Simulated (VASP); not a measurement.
# CaCr in VASP: further runs

The runs below take CaCr through single point, with PBE.

Everything below comes from runs of VASP 6.6.1. Logs are shortened: lines on timing, memory, paths and dates and some standing lists are left out, and cuts for length are marked.

## (1) The cell of the first run

The cell holds a sheet with vacuum, 2 atoms: a = 4.093 Å, b = 4.093 Å, c = 14.000 Å, α = 90.00°, β = 90.00°, γ = 90.00°.

The cell was built from a structure type or drawn by symmetry, and may not be a known phase.

## (2) Single point, PBE, collinear spin, ferromagnetic start

File INCAR:

```
SYSTEM = CaCr
ALGO = Normal ; DIPOL = 0.5 0.5 0.500
EDIFF = 1E-7 ; ENCUT = 520
GGA = PE ; IDIPOL = 3
ISIF = 2 ; ISMEAR = 0
ISPIN = 2 ; LASPH = .True.
LCHARG = .False. ; LDIPOL = .True.
LMAXMIX = 4 ; LORBIT = 11
LREAL = .False. ; LWAVE = .False.
MAGMOM = 0 3 ; NBANDS = 22
NELM = 150 ; PREC = Accurate
SIGMA = 0.1
```

File KPOINTS:

```
k-points
0
Gamma
  4 4 1
  0 0 0
```

File POSCAR:

```
CaCr
1.0
    4.0927790000      0.0000000000      0.0000000000
    0.0000000000      4.0927790000      0.0000000000
    0.0000000000      0.0000000000     14.0000000000
Ca Cr
1 1
Direct
    0.5000000000      0.5000000000      0.5000000000
    0.0000000000      0.0000000000      0.5000000000
```

Potentials or basis: VASP PAW PBE potentials, release 64 (Ca_sv, Cr_pv).

On the command line:

```console
cat potpaw_PBE.64/Ca_sv/POTCAR potpaw_PBE.64/Cr_pv/POTCAR > POTCAR
mpirun -np 1 vasp_std > vasp.out
```

OUTCAR:

```text
SYSTEM = CaCr
   EDIFF = 1E-7
   ENCUT = 520
   GGA = PE
   ISIF = 2
   ISMEAR = 0
   ISPIN = 2
   LASPH = .True.
   LORBIT = 11
   LREAL = .False.
   NELM = 150
   PREC = Accurate

 ion  position               nearest neighbor table
   1  0.500  0.500  0.500-   2 2.89   2 2.89   2 2.89   2 2.89
   2  0.000  0.000  0.500-   1 2.89   1 2.89   1 2.89   1 2.89

  LATTYP: Found a simple tetragonal cell.
 ALAT       =     4.0927790000
 C/A-ratio  =     3.4206586771

  Lattice vectors:

 A1 = (   4.0927790000,   0.0000000000,   0.0000000000)
 A2 = (   0.0000000000,   4.0927790000,   0.0000000000)
 A3 = (   0.0000000000,   0.0000000000,  14.0000000000)

Analysis of symmetry for initial positions (statically):
=====================================================================
 Subroutine PRICEL returns:
 Original cell was already a primitive cell.

 Routine SETGRP: Setting up the symmetry group for a
 simple tetragonal supercell.

 Subroutine GETGRP returns: Found 16 space group operations
 (whereof 16 operations were pure point group operations)
 out of a pool of 16 trial point group operations.

The static configuration has the point symmetry D_4h.

Analysis of symmetry for dynamics (positions and initial velocities):
=====================================================================
 Subroutine PRICEL returns:
 Original cell was already a primitive cell.

 Routine SETGRP: Setting up the symmetry group for a
 simple tetragonal supercell.

 Subroutine GETGRP returns: Found 16 space group operations
 (whereof 16 operations were pure point group operations)
 out of a pool of 16 trial point group operations.

The dynamic configuration has the point symmetry D_4h.

Analysis of structural, dynamic, and magnetic symmetry:
=====================================================================
 Subroutine PRICEL returns:
 Original cell was already a primitive cell.

 Routine SETGRP: Setting up the symmetry group for a
 simple tetragonal supercell.

 Subroutine GETGRP returns: Found 16 space group operations
 (whereof 16 operations were pure point group operations)
 out of a pool of 16 trial point group operations.

The overall configuration has the point symmetry D_4h.

 Subroutine INISYM returns: Found 16 space group operations
 (whereof 16 operations are pure point group operations),
 and found     1 'primitive' translations

----------------------------------------------------------------------------------------

                                     Primitive cell

  volume of cell :     234.5118

  direct lattice vectors                    reciprocal lattice vectors
     4.092779000  0.000000000  0.000000000     0.244332763  0.000000000  0.000000000
     0.000000000  4.092779000  0.000000000     0.000000000  0.244332763  0.000000000
     0.000000000  0.000000000 14.000000000     0.000000000  0.000000000  0.071428571

  length of vectors
     4.092779000  4.092779000 14.000000000     0.244332763  0.244332763  0.071428571

  position of ions in fractional coordinates (direct lattice)
     0.500000000  0.500000000  0.500000000
     0.000000000  0.000000000  0.500000000

  ion indices of the primitive-cell ions
   primitive index   ion index
                 1           1
                 2           2

----------------------------------------------------------------------------------------

 KPOINTS: k-points

Automatic generation of k-mesh.
 Grid dimensions read from file:
 generate k-points for:    4    4    1

 Generating k-lattice:

  Cartesian coordinates                     Fractional coordinates (reciprocal lattice)
     0.061083191  0.000000000  0.000000000     0.250000000  0.000000000  0.000000000
     0.000000000  0.061083191  0.000000000     0.000000000  0.250000000  0.000000000
     0.000000000  0.000000000  0.071428571     0.000000000  0.000000000  1.000000000

  Length of vectors
     0.061083191  0.061083191  0.071428571

  Shift w.r.t. Gamma in fractional coordinates (k-lattice)
     0.000000000  0.000000000  0.000000000

 Subroutine IBZKPT returns following result:
 ===========================================

 Found      6 irreducible k-points:

 Following reciprocal coordinates:
            Coordinates               Weight
  0.000000  0.000000  0.000000      1.000000
  0.250000  0.000000  0.000000      4.000000
  0.500000  0.000000  0.000000      2.000000
  0.250000  0.250000  0.000000      4.000000
  0.500000  0.250000  0.000000      4.000000
  0.500000  0.500000  0.000000      1.000000
   k-points           NKPTS =      6   k-points in BZ     NKDIM =      6   number of bands    NBANDS=     22
   number of dos      NEDOS =    301   number of ions     NIONS =      2
   total plane-waves  NPLWV =  97200
   dimension x,y,z NGX =    30 NGY =   30 NGZ =  108
   dimension x,y,z NGXF=    60 NGYF=   60 NGZF=  216
   ions per type =               1   1
   NGX,Y,Z   is equivalent  to a cutoff of  12.19, 12.19, 12.82 a.u.
   NGXF,Y,Z  is equivalent  to a cutoff of  24.37, 24.37, 25.65 a.u.
 SYSTEM =  CaCr
   PREC   = accura    normal or accurate (medium, high low for compatibility)
   ISTART =      0    job   : 0-new  1-cont  2-samecut
   ICHARG =      2    charge: 1-file 2-atom 10-const
   ISPIN  =      2    spin polarized calculation?
   LNONCOLLINEAR =      F non collinear calculations
   LSORBIT =      F    spin-orbit coupling
   LASPH  =      T    aspherical Exc in radial PAW
   ENCUT  =  520.0 eV  38.22 Ry    6.18 a.u.   7.61  7.61 26.03*2*pi/ulx,y,z
   NELM   =    150;   NELMIN=  2; NELMDL= -5     # of ELM steps
   EDIFF  = 0.1E-06   stopping-criterion for ELM
   LREAL  =      F    real-space projection
   EDIFFG = 0.1E-05   stopping-criterion for IOM
   NSW    =      0    number of steps for IOM
   IBRION =     -1    ionic relax: 0-MD 1-quasi-New 2-CG
   NFREE  =      0    steps in history (QN), initial steepest desc. (CG)
   ISIF   =      2    stress and relaxation
   ISYM   =      2    0-nonsym 1-usesym 2-fastsym
   POTIM  = 0.5000    time-step for ionic-motion
   TEBEG  =    0.0;   TEEND  =   0.0 temperature during run
   PSTRESS=    0.0 pullay stress
   NELECT =      22.0000    total number of electrons
   NUPDOWN=      -1.0000    fix difference up-down
   EMIN   =  10.00;   EMAX   =-10.00  energy-range for DOS
   EFERMI =   0.00;   METHOD = LEGACY
   ISMEAR =     0;   SIGMA  =   0.10  broadening in eV -4-tet -1-fermi 0-gaus
   EFERMI_NEDOS =   21; number of points for ismear=-14 and -15
   IALGO  =     38    algorithm
   IMIX   =      4    mixing-type and parameters
     AMIX     =   0.40;   BMIX     =  1.00
     AMIX_MAG =   1.60;   BMIX_MAG =  1.00
  volume/ion in A,a.u.               =     117.26       791.28
  Fermi-wavevector in a.u.,A,eV,Ry     =   0.743865  1.405701  7.528584  0.553335
  Thomas-Fermi vector in A             =   1.839082
   LORBIT       =     11    0 simple, 1 ext, 2 COOP (PROOUT), +10 PAW based schemes
   GGA     = PE    functional components
   LHFCALC =     F    Hartree Fock is set to
   AEXX    =    0.0000 exact exchange contribution
   IVDW    =     0    specifies the selected vdW correction
   LEPSILON=     F    determine dielectric tensor
   LRPA    =     F    only Hartree local field effects (RPA)
 spin polarized calculation
 Gauss-broadening in eV      SIGMA  =   0.10
  energy-cutoff  :      520.00
  volume of cell :      234.51
 maximum number of plane-waves:      6323
   NGX = 15   NGY = 15   NGZ = 53

 dipolmoment           0.000000      0.000000     -0.000000 electrons x Angstroem

 number of electron      21.9999993 magnetization       4.8766645

 dipolmoment           0.000000      0.000000      0.000000 electrons x Angstroem

 Free energy of the ion-electron system (eV)
  ---------------------------------------------------
  ext. energy  EPLUGINS =         0.00000000
  ---------------------------------------------------
  free energy    TOTEN  =        -8.02751000 eV

  energy without entropy =       -8.01772671  energy(sigma->0) =       -8.02261835

 E-fermi :  -1.5676     XC(G=0):  -3.1111

 val. band max:       -1.6251086930   @ k =   0.5000   0.2500   0.0000
 cond. band min:      -1.5077070622   @ k =   0.5000   0.5000   0.0000
 fundamental gap:      0.1174016308
 Fermi energy:        -1.5675650933

 spin component 1

 k-point     1 :       0.0000    0.0000    0.0000
  band No.  band energies     occupation
      1     -45.3741      1.00000
      2     -45.3098      1.00000
      3     -45.3098      1.00000
      4     -42.9703      1.00000
      5     -24.1415      1.00000
      6     -23.9261      1.00000
[... 14 lines left out ...]
     21       3.2139      0.00000
     22       3.4412      0.00000
[... 101 lines left out ...]
 k-point     6 :       0.5000    0.5000    0.0000
  band No.  band energies     occupation
      1     -45.3738      1.00000
      2     -45.3119      1.00000
      3     -45.3119      1.00000
      4     -42.9649      1.00000
      5     -24.1322      1.00000
      6     -23.9730      1.00000
[... 14 lines left out ...]
     21       3.4517      0.00000
     22       4.0729      0.00000
 Fermi energy:        -1.5675650933

 spin component 2

 k-point     1 :       0.0000    0.0000    0.0000
  band No.  band energies     occupation
      1     -42.9117      1.00000
      2     -41.4810      1.00000
      3     -41.4810      1.00000
      4     -41.3540      1.00000
      5     -24.0723      1.00000
      6     -23.8705      1.00000
[... 14 lines left out ...]
     21       3.6099      0.00000
     22       4.4661      0.00000
[... 102 lines left out ...]
  band No.  band energies     occupation
      1     -42.9063      1.00000
      2     -41.4839      1.00000
      3     -41.4839      1.00000
      4     -41.3536      1.00000
      5     -24.0633      1.00000
      6     -23.9169      1.00000
[... 14 lines left out ...]
     21       3.6352      0.00000
     22       5.0895      0.00000

------------------------ aborting loop because EDIFF is reached ----------------------------------------

 vacuum level on the upper side and lower side of the slab       (xc-potential included)        -0.126        -0.126

  FORCE on cell =-STRESS in cart. coord.  units (eV):
  Direction    XX          YY          ZZ          XY          YZ          ZX
  --------------------------------------------------------------------------------------
  -------------------------------------------------------------------------------------
  Total        2.8735951      2.8735951     -0.0137234      0.0000000      0.0000000      0.0000000
  in kB       19.6323158     19.6323158     -0.0937579      0.0000000      0.0000000      0.0000000
  external PRESSURE =      13.0569579 kB  Pullay stress =       0.0000000 kB

 VOLUME and BASIS-vectors are now :
 -----------------------------------------------------------------------------
  energy-cutoff  :      520.00
  volume of cell :      234.51
      direct lattice vectors                 reciprocal lattice vectors
     4.092779000  0.000000000  0.000000000     0.244332763  0.000000000  0.000000000
     0.000000000  4.092779000  0.000000000     0.000000000  0.244332763  0.000000000
     0.000000000  0.000000000 14.000000000     0.000000000  0.000000000  0.071428571

 POSITION                                       TOTAL-FORCE (eV/Angst)
 -----------------------------------------------------------------------------------
      2.04639      2.04639      7.00000         0.000000      0.000000      0.000000
      0.00000      0.00000      7.00000         0.000000      0.000000      0.000000
 -----------------------------------------------------------------------------------
    total drift:                                0.000000      0.000000      0.000000

  FREE ENERGIE OF THE ION-ELECTRON SYSTEM (eV)
  ---------------------------------------------------
  free  energy   TOTEN  =        -8.0275099987 eV

  energy  without entropy=       -8.0177267113  energy(sigma->0) =       -8.02261835

 vacuum level on the upper side and lower side of the slab         1.741         1.741

 total charge

# of ion       s       p       d       tot
------------------------------------------
    1        2.098   5.834   0.254   8.185
    2        0.385   6.058   4.166  10.609
--------------------------------------------------
tot          2.482  11.891   4.420  18.794

 magnetization (x)

# of ion       s       p       d       tot
------------------------------------------
    1       -0.004   0.016   0.058   0.070
    2        0.082   0.023   3.911   4.015
--------------------------------------------------
tot          0.078   0.039   3.969   4.086
```

It took 60 s on 1 thread of Intel Xeon 6975P-C (Granite Rapids), shared host; peak memory 0.36 GiB.

What came out:

```
Free energy                                           : -8.0275 eV
Net moment                                            : 4.88 μB per cell
Site moments                                          : Ca +0.07; Cr +4.01 μB
Valence electrons inside the program's atomic spheres : Ca 8.19; Cr 10.61
```

Levels at points of the mesh, in eV from the Fermi level:
Spin up:
```csv
k point,band 10,band 11,band 12,band 13,band 14,band 15,band 16,band 17
"(0.00, 0.00, 0.00)",-1.69,-1.28,-1.10,-1.10,-0.16,1.97,3.16,3.20
"(0.50, 0.00, 0.00)",-1.19,-1.17,-1.08,-0.99,-0.54,0.50,1.96,2.48
"(0.50, 0.50, 0.00)",-1.52,-1.41,-0.95,-0.65,0.83,0.83,2.75,2.83
```
Spin down:
```tsv
k point	band 5	band 6	band 7	band 8	band 9	band 10	band 11	band 12	band 13	band 14
(0.00, 0.00, 0.00)	-22.50	-22.30	-22.30	-3.08	-0.40	0.51	1.07	1.15	1.99	1.99
(0.50, 0.00, 0.00)	-22.50	-22.36	-22.31	-0.77	-0.69	1.17	1.33	2.13	2.23	2.53
(0.50, 0.50, 0.00)	-22.50	-22.35	-22.35	0.06	0.84	0.84	1.02	1.45	1.45	2.40
```

Caveat: the k points lie up to 0.38 Å⁻¹ apart.

(Continued in part 2 of 2.)
